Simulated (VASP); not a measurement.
# Ge (Imma) in VASP: a series of runs

Runs on Ge. Level: PBEsol. Tasks: single point.

All numbers are computed with VASP 6.6.1; they aren't measurements. Logs are shortened: lines on timing, memory, paths and dates and some standing lists are left out, and cuts for length are marked.

## Step 1: The cell of the first run

Symmetry: Imma, No. 74, orthorhombic system. Conventional cell: a = 4.992 Å, b = 5.302 Å, c = 2.917 Å, α = 90.00°, β = 90.00°, γ = 90.00°. Ge (site symmetry mm2) has 8 Ge at 2.68 to 3.10 Å within 3.5 Å.

## Step 2: Single point, PBEsol (strain +0.000 along x and y, +0.015 along z)

INCAR reads:

```
SYSTEM = Ge
ALGO = Normal
EDIFF = 1E-7
ENCUT = 520
GGA = PS
ISIF = 2
ISMEAR = 0
LASPH = .TRUE.
LCHARG = .FALSE.
LREAL = .FALSE.
LWAVE = .FALSE.
NBANDS = 21
NELM = 60
PREC = Accurate
SIGMA = 0.15
```

KPOINTS reads:

```
k-points
0
G
  20 20 20
  0 0 0
```

POSCAR reads:

```
Ge
1.0
   -2.4958980000      2.6508630000      1.4585012050
    2.4958980000     -2.6508630000      1.4585012050
    2.4958980000      2.6508630000     -1.4585012050
Ge
2
Direct
    0.1859430000      0.9359430000      0.2500000000
    0.8140570000      0.0640570000      0.7500000000
```

Potentials or basis: VASP PAW PBE potentials, release 64 (Ge_d).

Command:

```sh
$ cat potpaw_PBE.64/Ge_d/POTCAR > POTCAR
$ mpirun -np 1 vasp_std > vasp.out
```

OUTCAR:

```text
SYSTEM = Ge
   EDIFF = 1E-7
   ENCUT = 520
   GGA = PS
   ISIF = 2
   ISMEAR = 0
   LASPH = .TRUE.
   LREAL = .FALSE.
   NELM = 60
   PREC = Accurate

 ion  position               nearest neighbor table
   1  0.186  0.936  0.250-   2 2.68   2 2.68   2 2.72   2 2.72
   2  0.814  0.064  0.750-   1 2.68   1 2.68   1 2.72   1 2.72

  LATTYP: Found a body centered orthorhombic cell.
 ALAT       =     2.9170024100
 B/A-ratio  =     1.7112759259
 C/A-ratio  =     1.8175254096

  Lattice vectors:

 A1 = (   2.4958980000,  -2.6508630000,   1.4585012050)
 A2 = (  -2.4958980000,  -2.6508630000,  -1.4585012050)
 A3 = (   2.4958980000,   2.6508630000,  -1.4585012050)

Analysis of symmetry for initial positions (statically):
=====================================================================
 Subroutine PRICEL returns:
 Original cell was already a primitive cell.

 Routine SETGRP: Setting up the symmetry group for a
 body centered orthorhombic supercell.

 Subroutine GETGRP returns: Found  8 space group operations
 (whereof  4 operations were pure point group operations)
 out of a pool of  8 trial point group operations.

The static configuration has the point symmetry C_2h.
 The point group associated with its full space group is D_2h.

Analysis of symmetry for dynamics (positions and initial velocities):
=====================================================================
 Subroutine PRICEL returns:
 Original cell was already a primitive cell.

 Routine SETGRP: Setting up the symmetry group for a
 body centered orthorhombic supercell.

 Subroutine GETGRP returns: Found  8 space group operations
 (whereof  4 operations were pure point group operations)
 out of a pool of  8 trial point group operations.

The dynamic configuration has the point symmetry C_2h.
 The point group associated with its full space group is D_2h.

 Subroutine INISYM returns: Found  8 space group operations
 (whereof  4 operations are pure point group operations),
 and found     1 'primitive' translations

----------------------------------------------------------------------------------------

                                     Primitive cell

  volume of cell :      38.5994

  direct lattice vectors                    reciprocal lattice vectors
    -2.495898000  2.650863000  1.458501205     0.000000000  0.188617820  0.342817680
     2.495898000 -2.650863000  1.458501205     0.200328699  0.000000000  0.342817680
     2.495898000  2.650863000 -1.458501205     0.200328699  0.188617820  0.000000000

  length of vectors
     3.922219682  3.922219682  3.922219682     0.391280774  0.397058623  0.275151358

  position of ions in fractional coordinates (direct lattice)
     0.185943000  0.935943000  0.250000000
     0.814057000  0.064057000  0.750000000

  ion indices of the primitive-cell ions
   primitive index   ion index
                 1           1
                 2           2

----------------------------------------------------------------------------------------

 KPOINTS: k-points

Automatic generation of k-mesh.
 Grid dimensions read from file:
 generate k-points for:   20   20   20

 Generating k-lattice:

  Cartesian coordinates                     Fractional coordinates (reciprocal lattice)
     0.000000000  0.009430891  0.017140884     0.050000000 -0.000000000  0.000000000
     0.010016435  0.000000000  0.017140884    -0.000000000  0.050000000  0.000000000
     0.010016435  0.009430891  0.000000000     0.000000000  0.000000000  0.050000000

  Length of vectors
     0.019564039  0.019852931  0.013757568

  Shift w.r.t. Gamma in fractional coordinates (k-lattice)
     0.000000000  0.000000000  0.000000000

 Subroutine IBZKPT returns following result:
 ===========================================

 Found   1166 irreducible k-points:

 Following reciprocal coordinates:
            Coordinates               Weight
  0.000000  0.000000  0.000000      1.000000
  0.050000  0.000000 -0.000000      4.000000
  0.100000  0.000000 -0.000000      4.000000
  0.150000  0.000000 -0.000000      4.000000
  0.200000  0.000000 -0.000000      4.000000
  0.250000  0.000000 -0.000000      4.000000
[... 16 lines left out ...]
 -0.450000  0.050000  0.000000      8.000000
 -0.400000  0.050000  0.000000      8.000000
 [... further k-points ...]
   k-points           NKPTS =   1166   k-points in BZ     NKDIM =   1166   number of bands    NBANDS=     21
   number of dos      NEDOS =    301   number of ions     NIONS =      2
   total plane-waves  NPLWV =  27000
   dimension x,y,z NGX =    30 NGY =   30 NGZ =   30
   dimension x,y,z NGXF=    60 NGYF=   60 NGZF=   60
   ions per type =               2
   NGX,Y,Z   is equivalent  to a cutoff of  12.72, 12.72, 12.72 a.u.
   NGXF,Y,Z  is equivalent  to a cutoff of  25.43, 25.43, 25.43 a.u.
 SYSTEM =  Ge
   PREC   = accura    normal or accurate (medium, high low for compatibility)
   ISTART =      0    job   : 0-new  1-cont  2-samecut
   ICHARG =      2    charge: 1-file 2-atom 10-const
   ISPIN  =      1    spin polarized calculation?
   LNONCOLLINEAR =      F non collinear calculations
   LSORBIT =      F    spin-orbit coupling
   LASPH  =      T    aspherical Exc in radial PAW
   ENCUT  =  520.0 eV  38.22 Ry    6.18 a.u.   7.29  7.29  7.29*2*pi/ulx,y,z
   NELM   =     60;   NELMIN=  2; NELMDL= -5     # of ELM steps
   EDIFF  = 0.1E-06   stopping-criterion for ELM
   LREAL  =      F    real-space projection
   EDIFFG = 0.1E-05   stopping-criterion for IOM
   NSW    =      0    number of steps for IOM
   IBRION =     -1    ionic relax: 0-MD 1-quasi-New 2-CG
   NFREE  =      0    steps in history (QN), initial steepest desc. (CG)
   ISIF   =      2    stress and relaxation
   ISYM   =      2    0-nonsym 1-usesym 2-fastsym
   POTIM  = 0.5000    time-step for ionic-motion
   TEBEG  =    0.0;   TEEND  =   0.0 temperature during run
   PSTRESS=    0.0 pullay stress
   NELECT =      28.0000    total number of electrons
   NUPDOWN=      -1.0000    fix difference up-down
   EMIN   =  10.00;   EMAX   =-10.00  energy-range for DOS
   EFERMI =   0.00;   METHOD = LEGACY
   ISMEAR =     0;   SIGMA  =   0.15  broadening in eV -4-tet -1-fermi 0-gaus
   EFERMI_NEDOS =   21; number of points for ismear=-14 and -15
   IALGO  =     38    algorithm
   IMIX   =      4    mixing-type and parameters
     AMIX     =   0.40;   BMIX     =  1.00
     AMIX_MAG =   1.60;   BMIX_MAG =  1.00
  volume/ion in A,a.u.               =      19.30       130.24
  Fermi-wavevector in a.u.,A,eV,Ry     =   1.470959  2.779709 29.439199  2.163720
  Thomas-Fermi vector in A             =   2.586153
   LORBIT       =      0    0 simple, 1 ext, 2 COOP (PROOUT), +10 PAW based schemes
   GGA     = PS    functional components
   LHFCALC =     F    Hartree Fock is set to
   AEXX    =    0.0000 exact exchange contribution
   IVDW    =     0    specifies the selected vdW correction
   LEPSILON=     F    determine dielectric tensor
   LRPA    =     F    only Hartree local field effects (RPA)
 non-spin polarized calculation
 Gauss-broadening in eV      SIGMA  =   0.15
  energy-cutoff  :      520.00
  volume of cell :       38.60
 maximum number of plane-waves:      1065
 NGX is ok and might be reduce to    30
   NGX = 15   NGY = 15   NGZ = 15

 number of electron      28.0000018 magnetization

 Free energy of the ion-electron system (eV)
  ---------------------------------------------------
  ext. energy  EPLUGINS =         0.00000000
  ---------------------------------------------------
  free energy    TOTEN  =        -9.50509285 eV

  energy without entropy =       -9.49560123  energy(sigma->0) =       -9.50034704

 E-fermi :   6.2099     XC(G=0): -11.2651

 val. band max:        6.2087425627   @ k =   0.1000   0.2000  -0.0000
 cond. band min:       6.2123871386   @ k =  -0.1500  -0.4500   0.1000
 fundamental gap:      0.0036445759
 Fermi energy:         6.2099124880

 k-point     1 :       0.0000    0.0000    0.0000
  band No.  band energies     occupation
      1     -18.4323      2.00000
      2     -18.3513      2.00000
      3     -18.3510      2.00000
      4     -18.3488      2.00000
      5     -18.3238      2.00000
      6     -18.2870      2.00000
[... 13 lines left out ...]
     20      17.0198      0.00000
     21      18.5132      0.00000

 k-point     2 :       0.0500    0.0000   -0.0000
  band No.  band energies     occupation
      1     -18.4305      2.00000
      2     -18.3501      2.00000
      3     -18.3496      2.00000
      4     -18.3453      2.00000
      5     -18.3242      2.00000
      6     -18.2876      2.00000
[... 13 lines left out ...]
     20      17.3087      0.00000
     21      18.2559      0.00000

 k-point     3 :       0.1000    0.0000   -0.0000
  band No.  band energies     occupation
      1     -18.4252      2.00000
      2     -18.3466      2.00000
      3     -18.3442      2.00000
      4     -18.3365      2.00000
      5     -18.3252      2.00000
      6     -18.2892      2.00000
[... 13 lines left out ...]
     20      16.7710      0.00000
     21      18.3687      0.00000

 k-point     4 :       0.1500    0.0000   -0.0000
  band No.  band energies     occupation
      1     -18.4168      2.00000
      2     -18.3412      2.00000
      3     -18.3354      2.00000
      4     -18.3265      2.00000
      5     -18.3236      2.00000
      6     -18.2908      2.00000
[... 13 lines left out ...]
     20      15.7672      0.00000
     21      18.3362      0.00000

 k-point     5 :       0.2000    0.0000   -0.0000
  band No.  band energies     occupation
      1     -18.4059      2.00000
      2     -18.3351      2.00000
      3     -18.3268      2.00000
      4     -18.3249      2.00000
      5     -18.3082      2.00000
      6     -18.2908      2.00000
[... 13 lines left out ...]
     20      14.9465      0.00000
     21      18.4374      0.00000
[... 382 lines left out ...]
     20      17.3051      0.00000
     21      17.9943      0.00000

 k-point    22 :       0.5000    0.0500   -0.0000
  band No.  band energies     occupation
      1     -18.3423      2.00000
      2     -18.3230      2.00000
      3     -18.3139      2.00000
      4     -18.3100      2.00000
      5     -18.2958      2.00000
      6     -18.2774      2.00000
[... 13 lines left out ...]
     20      17.2711      0.00000
     21      17.9518      0.00000

 k-point    23 :      -0.4500    0.0500    0.0000
  band No.  band energies     occupation
      1     -18.3486      2.00000
      2     -18.3268      2.00000
      3     -18.3095      2.00000
      4     -18.3013      2.00000
      5     -18.2977      2.00000
      6     -18.2808      2.00000
[... 13 lines left out ...]
     20      16.5246      0.00000
     21      18.6560      0.00000

 k-point    24 :      -0.4000    0.0500    0.0000
  band No.  band energies     occupation
      1     -18.3588      2.00000
      2     -18.3301      2.00000
      3     -18.3074      2.00000
      4     -18.3008      2.00000
      5     -18.2920      2.00000
      6     -18.2810      2.00000
[... 13 lines left out ...]
     20      15.2878      0.00000
     21      19.6361      0.00000

 [... further k-points ...]
[... 5 lines left out ...]
  --------------------------------------------------------------------------------------
  -------------------------------------------------------------------------------------
  Total       -0.7634106     -0.8249405     -0.9435473      0.0000000     -0.0000000      0.0000000
  in kB      -31.6874921    -34.2414647    -39.1645680      0.0000000     -0.0000000      0.0000000
  external PRESSURE =     -35.0311749 kB  Pullay stress =       0.0000000 kB

 VOLUME and BASIS-vectors are now :
 -----------------------------------------------------------------------------
  energy-cutoff  :      520.00
  volume of cell :       38.60
      direct lattice vectors                 reciprocal lattice vectors
    -2.495898000  2.650863000  1.458501205     0.000000000  0.188617820  0.342817680
     2.495898000 -2.650863000  1.458501205     0.200328699  0.000000000  0.342817680
     2.495898000  2.650863000 -1.458501205     0.200328699  0.188617820  0.000000000

 POSITION                                       TOTAL-FORCE (eV/Angst)
 -----------------------------------------------------------------------------------
      2.49590     -1.32543      1.27165         0.000000      0.000000     -0.052428
      0.00000      3.97629      0.18685        -0.000000     -0.000000      0.052428
 -----------------------------------------------------------------------------------
    total drift:                                0.000000      0.000000     -0.000000

  FREE ENERGIE OF THE ION-ELECTRON SYSTEM (eV)
  ---------------------------------------------------
  free  energy   TOTEN  =        -9.5050928492 eV

  energy  without entropy=       -9.4956012321  energy(sigma->0) =       -9.50034704
```

Run time: 7.4 min. Hardware: 1 thread of AMD EPYC 9R45 (Zen 5), shared host; peak memory 0.74 GiB.

What came out:

```yaml
Free_energy: -9.5051 eV
Pressure: -3.5 GPa
Largest_force: 0.052 eV/Å
Band_gap_on_the_k_mesh: zero (band 14 reaches 8.71 eV, above the bottom of band 15 at 2.94 eV)
```

Forces in eV/Å, atoms in the order of the input:
```
Ge   0.000  0.000 -0.052
Ge   0.000  0.000  0.052
```

Caveat: the cell differs from its parent crystal (strain +0.000 along x and y, +0.015 along z); the PAW data sets were made with another functional, which shifts forces and pressure a little.

## Step 3: Single point, PBEsol (strain +0.015 along x and y, -0.030 along z)

INCAR reads:

```
SYSTEM = Ge
PREC = Accurate
ENCUT = 520
EDIFF = 1E-6
ISMEAR = 0
SIGMA = 0.15
LREAL = .FALSE.
LASPH = .TRUE.
NELM = 60
ALGO = Normal
ISIF = 2
LWAVE = .FALSE.
LCHARG = .FALSE.
GGA = PS
NBANDS = 21
```

KPOINTS reads:

```
Automatic mesh
0
G
  20 20 20
  0 0 0
```

POSCAR reads:

```
Ge
1.0
   -2.5333364700      2.6906259450      1.3938385900
    2.5333364700     -2.6906259450      1.3938385900
    2.5333364700      2.6906259450     -1.3938385900
Ge
2
Direct
    0.1859430000      0.9359430000      0.2500000000
    0.8140570000      0.0640570000      0.7500000000
```

Potentials or basis: VASP PAW PBE potentials, release 64 (Ge_d).

Command:

```sh
$ cat potpaw_PBE.64/Ge_d/POTCAR > POTCAR
$ mpirun -np 1 vasp_std > vasp.out
```

OUTCAR:

```text
SYSTEM = Ge
   PREC = Accurate
   ENCUT = 520
   EDIFF = 1E-6
   ISMEAR = 0
   LREAL = .FALSE.
   LASPH = .TRUE.
   NELM = 60
   ISIF = 2
   GGA = PS

 ion  position               nearest neighbor table
   1  0.186  0.936  0.250-   2 2.71   2 2.71   2 2.74   2 2.74
   2  0.814  0.064  0.750-   1 2.71   1 2.71   1 2.74   1 2.74

  LATTYP: Found a body centered orthorhombic cell.
 ALAT       =     2.7876771800
 B/A-ratio  =     1.8175249905
 C/A-ratio  =     1.9303712527

  Lattice vectors:

 A1 = (   2.5333364700,  -2.6906259450,   1.3938385900)
[... 191 lines left out ...]
      3     -18.2160      2.00000
      4     -18.1898      2.00000
      5     -18.1448      2.00000
      6     -18.1079      2.00000
[... 565 lines left out ...]
     20      15.2077      0.00000
     21      19.2300      0.00000

 [... further k-points ...]
[... 5 lines left out ...]
  --------------------------------------------------------------------------------------
  -------------------------------------------------------------------------------------
  Total       -0.3911502     -1.1593211     -0.1934291      0.0000000     -0.0000000      0.0000000
  in kB      -16.4905630    -48.8759987     -8.1548095      0.0000000     -0.0000000      0.0000000
  external PRESSURE =     -24.5071237 kB  Pullay stress =       0.0000000 kB

 VOLUME and BASIS-vectors are now :
 -----------------------------------------------------------------------------
  energy-cutoff  :      520.00
  volume of cell :       38.00
      direct lattice vectors                 reciprocal lattice vectors
    -2.533336470  2.690625945  1.393838590     0.000000000  0.185830364  0.358721593
     2.533336470 -2.690625945  1.393838590     0.197368177  0.000000000  0.358721593
     2.533336470  2.690625945 -1.393838590     0.197368177  0.185830364  0.000000000

 POSITION                                       TOTAL-FORCE (eV/Angst)
 -----------------------------------------------------------------------------------
      2.53334     -1.34531      1.21527         0.000000     -0.000000     -0.045623
      0.00000      4.03594      0.17857        -0.000000      0.000000      0.045623
 -----------------------------------------------------------------------------------
    total drift:                                0.000000      0.000000      0.000000

  FREE ENERGIE OF THE ION-ELECTRON SYSTEM (eV)
  ---------------------------------------------------
  free  energy   TOTEN  =        -9.5074810513 eV

  energy  without entropy=       -9.4981642795  energy(sigma->0) =       -9.50282267
```

OSZICAR:

```text
N       E                     dE             d eps       ncg     rms          rms(c)
DAV:   1     0.173534761748E+03    0.17353E+03   -0.14216E+04 56225   0.377E+03
DAV:   2     0.141909088947E+02   -0.15934E+03   -0.15455E+03 49275   0.589E+02
DAV:   3    -0.888732616851E+01   -0.23078E+02   -0.22888E+02 55634   0.132E+02
DAV:   4    -0.953816534222E+01   -0.65084E+00   -0.65037E+00 55285   0.257E+01
DAV:   5    -0.954785104628E+01   -0.96857E-02   -0.96854E-02 55586   0.344E+00    0.202E+00
DAV:   6    -0.951854259236E+01    0.29308E-01   -0.32835E-02 66932   0.315E+00    0.110E+00
DAV:   7    -0.950798430873E+01    0.10558E-01   -0.16748E-02 66815   0.197E+00    0.135E-01
DAV:   8    -0.950747630884E+01    0.50800E-03   -0.21357E-03 59100   0.856E-01    0.431E-02
DAV:   9    -0.950748082739E+01   -0.45185E-05   -0.48738E-05 60507   0.867E-02    0.935E-03
DAV:  10    -0.950748105132E+01   -0.22394E-06   -0.23535E-06 46796   0.204E-02
   1 F= -.95074811E+01 E0= -.95028227E+01  d E =-.931677E-02
```

stdout:

```text
POSCAR found type information on POSCAR Ge
 POSCAR found :  1 types and       2 ions
 scaLAPACK will be used
 -----------------------------------------------------------------------------
|                                                                             |
|                                                                             |
|     You enforced a specific xc type in the INCAR file but a different       |
|     I HOPE YOU KNOW WHAT YOU ARE DOING!                                     |
|                                                                             |
 -----------------------------------------------------------------------------

 LDA part: xc-table for (Slater+PW92), standard interpolation
 POSCAR, INCAR and KPOINTS ok, starting setup
 FFT: planning ... GRIDC
 FFT: planning ... GRID_SOFT
 FFT: planning ... GRID
 WAVECAR not read
 entering main loop
```

Wall time 5.3 min (1 thread of Intel Xeon 6975P-C (Granite Rapids), shared host); peak memory 0.76 GiB.

Results:

- Free energy: -9.5075 eV
- Pressure: -2.5 GPa
- Largest force: 0.046 eV/Å
- Band gap on the k mesh: zero (band 14 reaches 8.52 eV, above the bottom of band 15 at 3.13 eV)

Forces in eV/Å, atoms in the order of the input:
```
Ge   0.000  0.000 -0.046
Ge   0.000  0.000  0.046
```

Stress tensor (GPa, compression positive):
```
-1.65  0.00  0.00
 0.00 -4.89  0.00
 0.00  0.00 -0.82
```

Levels at points of the mesh, in eV from the Fermi level:
```csv
k point,band 11,band 12,band 13,band 14,band 15,band 16,band 17,band 18
"(0.00, 0.00, 0.00)",-13.11,-4.34,-2.59,-2.04,3.26,6.43,8.00,8.04
"(0.50, 0.00, 0.00)",-7.71,-6.73,-2.07,-1.72,-0.58,1.59,3.20,4.28
"(0.00, 0.50, 0.00)",-7.83,-5.78,-3.41,-2.40,-1.49,3.20,3.90,6.34
"(0.50, 0.50, 0.00)",-10.46,-10.46,0.39,0.39,1.87,1.87,7.63,7.63
"(0.50, 0.50, 0.50)",-9.34,-8.43,-5.86,-5.67,5.43,7.83,10.02,10.89
```

Caveat: the cell differs from its parent crystal (strain +0.015 along x and y, -0.030 along z); the PAW data sets were made with another functional, which shifts forces and pressure a little.

(Part 1 of 2 ends here.)
